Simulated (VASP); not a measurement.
A run of VASP 6.6.1:

The input INCAR:

```
PREC = Accurate
ENCUT = 520
EDIFF = 1E-6
ISMEAR = 0
SIGMA = 0.02
LREAL = F
LASPH = T
NELM = 100
ALGO = Normal
ISIF = 2
LWAVE = F
LCHARG = F
GGA = PE
NBANDS = 72
```

KPOINTS

```
regular mesh
0
Gamma
  8 8 2
```

Contents of POSCAR:

```
Sn2GeO3
1.0
    3.7917069000      0.0000000000      0.0000000000
    0.0000000000      3.7917069000      0.0000000000
    0.0000000000      0.0000000000     14.7027087000
Sn Ge O
4 2 6
Direct
    0.0000000000      0.5000000000      0.0808040000
    0.0000000000      0.5000000000      0.4077410000
    0.5000000000      0.0000000000      0.9191960000
    0.5000000000      0.0000000000      0.5922590000
    0.0000000000      0.5000000000      0.7395080000
    0.5000000000      0.0000000000      0.2604920000
    0.0000000000      0.0000000000      0.6728030000
    0.0000000000      0.0000000000      0.0000000000
    0.0000000000      0.0000000000      0.3271970000
    0.5000000000      0.5000000000      0.6728030000
    0.5000000000      0.5000000000      0.0000000000
    0.5000000000      0.5000000000      0.3271970000
```

Potentials or basis: VASP PAW PBE potentials, release 64 (Sn_d, Ge_d, O).

Run with:

```bash
$ cat potpaw_PBE.64/Sn_d/POTCAR potpaw_PBE.64/Ge_d/POTCAR potpaw_PBE.64/O/POTCAR > POTCAR
$ mpirun -np 1 vasp_std > vasp.out
```

Hardware: 1 thread of AMD EPYC 7R13, on a shared host.

**Question.** How long does it take, and how much memory?

**Answer.** Run time: 14 min on 1 thread of AMD EPYC 7R13, on a shared host, peak memory 0.49 GiB. Counts: scf iterations 16, k points 30.
